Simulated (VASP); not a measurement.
TaRu, 2 atoms in the cell. It takes space group Pm-3m (No. 221, cubic). Conventional cell: a = 3.155 Å, b = 3.155 Å, c = 3.155 Å, α = 90.00°, β = 90.00°, γ = 90.00°. Ta (site symmetry m-3m) has 8 Ru at 2.73 Å and 6 Ta at 3.15 Å within 3.6 Å. Ru (site symmetry m-3m) has 8 Ta at 2.73 Å and 6 Ru at 3.15 Å within 3.6 Å. 

```yaml
Program: VASP 6.6.1
Task: single point
Functional: r2SCAN
Potentials_or_basis: VASP PAW PBE potentials, release 64 (Ta_pv, Ru_pv)
Cutoff: 520 eV
k_mesh: 14 × 14 × 14
Occupations: gaussian, width 0.1 eV
Spin: no spin polarisation
Dipole_correction: no
Further_INCAR_settings: ALGO = Normal; EDIFF = 1e-06; NBANDS = 20
```

Potentials or basis: VASP PAW PBE potentials, release 64 (Ta_pv, Ru_pv).

The run is started by

```console
$ cat potpaw_PBE.64/Ta_pv/POTCAR potpaw_PBE.64/Ru_pv/POTCAR > POTCAR
$ cp INCAR.step1 INCAR
$ mpirun -np 1 vasp_std > vasp.out
$ cp INCAR.step2 INCAR
$ mpirun -np 1 vasp_std > vasp.out
```

Hardware: 1 thread of Intel(R) Xeon(R) Platinum 8259CL CPU @ 2.50GHz (Skylake/Cascade Lake), on a shared host.

Question: Estimate the wall time of this run.

Answer: Wall time 110 s on 1 thread of Intel(R) Xeon(R) Platinum 8259CL CPU @ 2.50GHz (Skylake/Cascade Lake), with other jobs on the host, peak memory 0.2 GiB. Counts: k points 120.
